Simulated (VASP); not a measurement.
Runs of VASP 6.6.1 on Cu. It takes space group Cmcm (No. 63, orthorhombic). Conventional cell: a = 2.437 Å, b = 7.953 Å, c = 2.475 Å, α = 90.00°, β = 90.00°, γ = 90.00°. Within 3.2 Å of Cu (site symmetry m2m) lie 10 Cu at 2.44 to 2.54 Å. 

```tsv
k mesh	gap on the mesh (eV)	pressure (GPa)	largest force (eV/Å)
6 × 6 × 6	none	(a)	-
4 × 4 × 4	none	-1.0	(b)
8 × 8 × 7	none	-0.8	-
3 × 3 × 3	none	-1.4	0.19
9 × 9 × 9	none	-0.8	-
12 × 12 × 11	none	-0.8	-
```

Alike in all rows: task single point; level PBEsol; potentials or basis VASP PAW PBE potentials, release 64 (Cu); no spin polarisation; cell as given; cutoff (eV) 520; smearing methfessel-paxton 0.15 eV.

Q: Fill in the values left out.

A: (a) -0.9; (b) 0.09.

Caveats: some runs use coarse meshes; the PAW data sets were made with another functional, which shifts forces and pressure a little.

A gap of «none» marks levels without a gap at the run's occupations.
